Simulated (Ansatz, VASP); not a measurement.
Al in VASP and in Ansatz

```
Al
1.0
     0.00000    1.99362    1.99362
     1.99362    0.00000    1.99362
     1.99362    1.99362    0.00000
Al
1
Direct
  0.00000 0.00000 0.00000
```

Change from the starting cell: strain -0.015 along x and y, -0.015 along z, atoms carried along.

Alike in both runs: task single point; functional PBEsol; dispersion D3(BJ); k mesh 20 × 20 × 20; occupations gaussian, width 0.15 eV; no spin polarisation.

```csv
,VASP,Ansatz
version,VASP 6.6.1,Ansatz 0.2.0
potentials or method,"VASP PAW PBE potentials, release 64 (Al), cutoff 520 eV","scalar-relativistic, plane waves, PAW"
valence electrons in the cell,3,3
```

```csv
,VASP,Ansatz,Ansatz less VASP
gap on the k mesh at the Fermi level (eV),none,none,-
pressure (GPa),-1.6,-1.7,-0.07
```

VASP's potentials were made for PBE, not for PBEsol. A gap of «none» marks a metal or a gap that the smearing closes.
